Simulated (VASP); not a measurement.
A run of VASP 6.6.1:

Contents of INCAR:

```
SYSTEM = C
  ALGO = Normal
  EDIFF = 1E-6
  ENCUT = 520
  GGA = PE
  ISIF = 2
  ISMEAR = 0
  IVDW = 12
  LASPH = .True.
  LCHARG = .False.
  LREAL = .False.
  LWAVE = .False.
  NBANDS = 31
  NELM = 60
  PREC = Accurate
  SIGMA = 0.05
```

Contents of KPOINTS:

```
k-points
0
Gamma
  7 11 3
  0 0 0
```

Contents of POSCAR:

```
C
1.0
    0.0000000000      1.4231463890     -3.3609366400
   -2.4649618524      0.0000000000      0.0000000000
    0.0000000000     10.3303639550      1.8364369394
C
10
Direct
    0.1552318950      1.4000000000      0.8327479979
    0.7352008149      0.4000000000      0.0640323308
    0.8402085849      0.9000000000      0.2562112476
   -0.0547836451      0.4000000000      0.4483901644
    0.0502241250      0.9000000000      0.6405690811
    0.7698069551      0.9000000000      0.1281465860
   -0.1251852748      0.4000000000      0.3203255027
   -0.0201775048      0.9000000000      0.5125044195
    0.0848302652      0.4000000000      0.7046833363
    0.1898380352      0.9000000000      0.8968622531
```

Potentials or basis: VASP PAW PBE potentials, release 64 (C).

Launch:

```bash
$ cat potpaw_PBE.64/C/POTCAR > POTCAR
$ mpirun -np 1 vasp_std > vasp.out
```

Hardware: 1 thread of AMD EPYC 7R43 64-Core Processor (Zen 3), on a shared host.

Q: Estimate the wall time of this run.

A: Wall time 3.9 min on 1 thread of AMD EPYC 7R43 64-Core Processor (Zen 3), on a shared host, peak memory 0.23 GiB. Counts: scf iterations 14, k points 66.
